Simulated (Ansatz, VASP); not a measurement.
Two plane-wave programs on Ni

```
Ni
1.0
     0.00000    1.77105    1.77105
     1.77105    0.00000    1.77105
     1.77105    1.77105    0.00000
Ni
1
Direct
  0.00000 0.00000 0.00000
```

Alike in both runs: task single point; functional r2SCAN; k mesh 13 × 13 × 13; occupations gaussian, width 0.05 eV; no spin polarisation.

```csv
,VASP,Ansatz
version,VASP 6.6.1,Ansatz 0.2.0
potentials or method,"VASP PAW PBE potentials, release 64 (Ni), cutoff 520 eV","PAW, plane waves, scalar-relativistic"
valence electrons in the cell,10,18
```

|  | VASP | Ansatz | Ansatz less VASP |
| --- | --- | --- | --- |
| pressure (GPa) | -12.6 | -13.2 | -0.60 |

VASP's potentials were made for PBE, not for r2SCAN. With one functional, cell and mesh, what is left measures potentials, basis and numerics. VASP's potentials hold 10 valence electrons a cell and Ansatz's 18, so a difference there can come from the potentials and not from the codes.
